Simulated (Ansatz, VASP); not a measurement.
# One calculation of Pb, two programs

INCAR

```
SYSTEM = Pb
PREC = Accurate
ENCUT = 500
EDIFF = 1E-6
ISMEAR = 0
SIGMA = 0.1
LREAL = .False.
LASPH = .True.
NELM = 200
ALGO = Normal
ISIF = 2
LWAVE = .False.
LCHARG = .False.
LNONCOLLINEAR = .True.
MAGMOM = 0 0 0
LORBIT = 11
LSORBIT = .True.
GGA_COMPAT = .False.
LORBMOM = .True.
GGA = PE
IVDW = 12
NBANDS = 25
```

The input KPOINTS:

```
Automatic mesh
0
Gamma
  14 14 14
  0 0 0
```

POSCAR

```
Pb
1.0
    0.0000000000      2.4795414672      2.4795414672
    2.4795414672      0.0000000000      2.4795414672
    2.4795414672      2.4795414672      0.0000000000
Pb
1
Direct
    0.0000000000      0.0000000000      0.0000000000
```

Input for Ansatz:

```yaml
crystal:
  lattice:
    - [0.0, 2.4795414672, 2.4795414672]
    - [2.4795414672, 0.0, 2.4795414672]
    - [2.4795414672, 2.4795414672, 0.0]
  atoms:
    - { symbol: Pb, position: [0.0, 0.0, 0.0] }
basis:
  ecutwfc: 420
kpoints:
  mp_grid: { grid: [14, 14, 14] }
  band_path:
    path:
      - [[0.0, 0.0, 0.0], [0.5, 0.0, 0.5], [0.625, 0.25, 0.625]]
      - [[0.375, 0.375, 0.75], [0.0, 0.0, 0.0], [0.5, 0.5, 0.5], [0.5, 0.25, 0.75], [0.5, 0.0, 0.5]]
    npoints: 10
hamiltonian:
  xc: pbe
  dispersion: d3bj
scf:
  occupations: { method: gaussian, width: 0.1 }
output:
  forces: true
  stress: true
  eigenvalues: true
  populations: true
  dos: { projected: true, de: 0.02 }
  bader: false
magnetization:
  noncollinear: true
  spin_orbit: true
```

Alike in both runs: task single point; functional PBE; dispersion D3(BJ); k mesh 14 × 14 × 14; occupations gaussian, width 0.1 eV; non-collinear spin, spin-orbit coupling.

|  | VASP | Ansatz |
| --- | --- | --- |
| version | VASP 6.6.1 | Ansatz 0.2.0 |
| potentials or method | VASP PAW PBE potentials, release 64 (Pb_d), cutoff 500 eV | plane waves, PAW |
| valence electrons in the cell | 14 | 14 |

|  | VASP | Ansatz | Ansatz less VASP |
| --- | --- | --- | --- |
| pressure (GPa) | 0.1 | 0.1 | -0.03 |
| net moment per atom (μB) | 0.00 | 0.00 | 0.000 |
